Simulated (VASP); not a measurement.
# GeS3 (Pm-3m) in VASP: further runs, part 3 of 3

VASP 6.6.1. The steps go on from the part before.

## Step 6: Relaxation of cell and atoms, PBE

INCAR

```
ALGO = Normal
EDIFF = 1E-6
EDIFFG = -0.01
ENCUT = 600
GGA = PE
IBRION = 2
ISIF = 3
ISMEAR = 0
LASPH = True
LCHARG = False
LREAL = False
LWAVE = False
NELM = 100
NSW = 100
PREC = Accurate
SIGMA = 0.1
```

KPOINTS

```
k-points
0
Gamma
  12 12 12
```

POSCAR

```
GeS3
1.0
    4.1563758852      0.0000000000      0.0000000000
    0.0000000000      4.1563758852      0.0000000000
    0.0000000000      0.0000000000      4.1563758852
Ge S
1 3
Direct
    0.0000000000      0.0000000000      0.0000000000
    0.0000000000      0.5000000000      0.5000000000
    0.5000000000      0.0000000000      0.5000000000
    0.5000000000      0.5000000000      0.0000000000
```

Potentials or basis: VASP PAW PBE potentials, release 64 (Ge_d, S).

Started as:

```sh
cat potpaw_PBE.64/Ge_d/POTCAR potpaw_PBE.64/S/POTCAR > POTCAR
mpirun -np 1 vasp_std > vasp.out
```

OUTCAR:

```text
EDIFF = 1E-6
   EDIFFG = -0.01
   ENCUT = 600
   GGA = PE
   IBRION = 2
   ISIF = 3
   ISMEAR = 0
   LASPH = True
   LREAL = False
   NELM = 100
   NSW = 100
   PREC = Accurate

 ion  position               nearest neighbor table
   1  0.000  0.000  0.000-
   2  0.000  0.500  0.500-
   3  0.500  0.000  0.500-
   4  0.500  0.500  0.000-

  LATTYP: Found a simple cubic cell.
 ALAT       =     4.1563758852

  Lattice vectors:

 A1 = (   4.1563758852,   0.0000000000,   0.0000000000)
 A2 = (   0.0000000000,   4.1563758852,   0.0000000000)
 A3 = (   0.0000000000,   0.0000000000,   4.1563758852)

Analysis of symmetry for initial positions (statically):
=====================================================================
 Subroutine PRICEL returns:
 Original cell was already a primitive cell.

 Routine SETGRP: Setting up the symmetry group for a
 simple cubic supercell.

 Subroutine GETGRP returns: Found 48 space group operations
 (whereof 48 operations were pure point group operations)
 out of a pool of 48 trial point group operations.

The static configuration has the point symmetry O_h .
[... 214 lines left out ...]

 E-fermi :   6.5445     XC(G=0): -10.8832

 val. band max:        6.5313528137   @ k =   0.5000   0.5000   0.2500
 cond. band min:       6.5826410744   @ k =   0.2500   0.0833   0.0000
 fundamental gap:      0.0512882607
 Fermi energy:         6.5445062971

 k-point     1 :       0.0000    0.0000    0.0000
  band No.  band energies     occupation
      1     -18.4604      2.00000
      2     -18.4604      2.00000
      3     -18.4567      2.00000
      4     -18.4567      2.00000
      5     -18.4567      2.00000
      6      -9.0151      2.00000
[... 541 lines left out ...]
     19       7.8322      0.00000
     20       9.6277      0.00000

 [... further k-points ...]

------------------------ aborting loop because EDIFF is reached ----------------------------------------

  FORCE on cell =-STRESS in cart. coord.  units (eV):
  Direction    XX          YY          ZZ          XY          YZ          ZX
  --------------------------------------------------------------------------------------
  -------------------------------------------------------------------------------------
  Total       -0.0254777     -0.0254777     -0.0254777      0.0000000     -0.0000000      0.0000000
  in kB       -0.5796593     -0.5796593     -0.5796593      0.0000000     -0.0000000      0.0000000
  external PRESSURE =      -0.5796593 kB  Pullay stress =       0.0000000 kB

 VOLUME and BASIS-vectors are now :
 -----------------------------------------------------------------------------
  energy-cutoff  :      600.00
  volume of cell :       70.42
      direct lattice vectors                 reciprocal lattice vectors
     4.129515437  0.000000000 -0.000000000     0.242159163  0.000000000 -0.000000000
    -0.000000000  4.129515437 -0.000000000    -0.000000000  0.242159163 -0.000000000
     0.000000000  0.000000000  4.129515437     0.000000000  0.000000000  0.242159163

 POSITION                                       TOTAL-FORCE (eV/Angst)
 -----------------------------------------------------------------------------------
      0.00000      0.00000      0.00000         0.000000      0.000000      0.000000
      0.00000      2.06476      2.06476        -0.000000     -0.000000      0.000000
      2.06476      0.00000      2.06476        -0.000000      0.000000      0.000000
      2.06476      2.06476     -0.00000         0.000000     -0.000000      0.000000
 -----------------------------------------------------------------------------------
    total drift:                                0.000000      0.000000      0.000000

  FREE ENERGIE OF THE ION-ELECTRON SYSTEM (eV)
  ---------------------------------------------------
  free  energy   TOTEN  =       -13.6699151829 eV

  energy  without entropy=      -13.6572246458  energy(sigma->0) =      -13.66356991

 reached required accuracy - stopping structural energy minimisation
```

OSZICAR:

```text
N       E                     dE             d eps       ncg     rms          rms(c)
DAV:   1     0.274861447167E+03    0.27486E+03   -0.16588E+04  4060   0.315E+03
DAV:   2     0.231533042415E+02   -0.25171E+03   -0.24260E+03  3800   0.714E+02
DAV:   3    -0.118277218774E+02   -0.34981E+02   -0.32905E+02  4080   0.149E+02
DAV:   4    -0.137733452018E+02   -0.19456E+01   -0.18733E+01  3924   0.347E+01
[... 12 lines left out ...]
DAV:   3    -0.136711200642E+02    0.17198E-01   -0.36610E-02  4276   0.234E+00    0.212E-01
DAV:   4    -0.136701775712E+02    0.94249E-03   -0.11624E-03  3672   0.317E-01    0.124E-01
DAV:   5    -0.136699087387E+02    0.26883E-03   -0.37161E-04  3940   0.193E-01    0.323E-02
DAV:   6    -0.136699150363E+02   -0.62975E-05   -0.32806E-05  3736   0.726E-02    0.824E-03
DAV:   7    -0.136699151829E+02   -0.14659E-06   -0.88314E-07  2212   0.145E-02
   2 F= -.13669915E+02 E0= -.13663570E+02  d E =-.502641E-02
```

CONTCAR:

```text
GeS3
   1.00000000000000
     4.1295154369149882    0.0000000000000000   -0.0000000000000000
    -0.0000000000000000    4.1295154369149882   -0.0000000000000000
     0.0000000000000000    0.0000000000000000    4.1295154369149882
  Ge              S
     1     3
Direct
     0.0000000000000000    0.0000000000000000    0.0000000000000000
     0.0000000000000000    0.5000000000000000    0.5000000000000000
     0.5000000000000000    0.0000000000000000    0.5000000000000000
     0.5000000000000000    0.5000000000000000    0.0000000000000000

  0.00000000E+00  0.00000000E+00  0.00000000E+00
  0.00000000E+00  0.00000000E+00  0.00000000E+00
  0.00000000E+00  0.00000000E+00  0.00000000E+00
  0.00000000E+00  0.00000000E+00  0.00000000E+00
```

Run time: 79 s. Hardware: 1 thread of Intel Xeon 6975P-C (Granite Rapids), shared host; peak memory 0.29 GiB.

What came out:

```
Free energy                           : -13.6699 eV
Relaxed volume                        : 17.61 Å³/atom
Relaxed cell                          : a = 4.130 Å, b = 4.130 Å, c = 4.130 Å, α = 90.00°, β = 90.00°, γ = 90.00°
Space group after relaxing (to 0.1 Å) : Pm-3m (No. 221)
Energy gained by relaxing             : 1.3 meV/atom
Ionic steps                           : 2
Pressure after relaxing               : -0.1 GPa
Band gap on the k mesh                : zero (bands 16 and 17 overlap by 1.73 eV)
```

Step by step:
| step | energy change (eV) | largest force (eV/Å) | pressure (GPa) | volume (Å³) |
| --- | --- | --- | --- | --- |
| 1 | 0.0000 | 0.0000 | -1.20 | 71.80 |
| 2 | -0.0050 | 0.0000 | -0.06 | 70.42 |

Final structure:
```
Ge S
1.0
     4.12952    0.00000    0.00000
     0.00000    4.12952    0.00000
     0.00000    0.00000    4.12952
Ge S
1 3
Direct
  0.00000 0.00000 0.00000
  0.00000 0.50000 0.50000
  0.50000 0.00000 0.50000
  0.50000 0.50000 0.00000
```

## Step 7: Summary

```csv
task,cell,k mesh,cutoff (eV),gap on the mesh (eV),pressure (GPa),relaxed volume (Å³/atom)
single point,"a = 4.156 Å, 4 atoms",4 × 4 × 4,520,none,-0.3,-
single point,"a = 4.292 Å, 4 atoms",4 × 4 × 4,520,none,-5.4,-
relaxation of cell and atoms,"relaxed from a = 4.292 Å, 4 atoms",4 × 4 × 4,600,none,-0.1,17.91
single point,"a = 4.131 Å, 4 atoms",12 × 12 × 12,520,none,-0.1,-
relaxation of cell and atoms,"relaxed from a = 4.156 Å, 4 atoms",12 × 12 × 12,600,none,-0.1,17.61
```

Alike in all rows: level PBE; potentials or basis VASP PAW PBE potentials, release 64 (Ge_d, S); no spin polarisation; smearing gaussian 0.1 eV.

Caveats: some runs use coarse meshes.

Total energies depend on the potentials used, so only differences within one code and one set of settings carry meaning.

The gap in the log of VASP goes by the Fermi energy; the results here count the filled bands.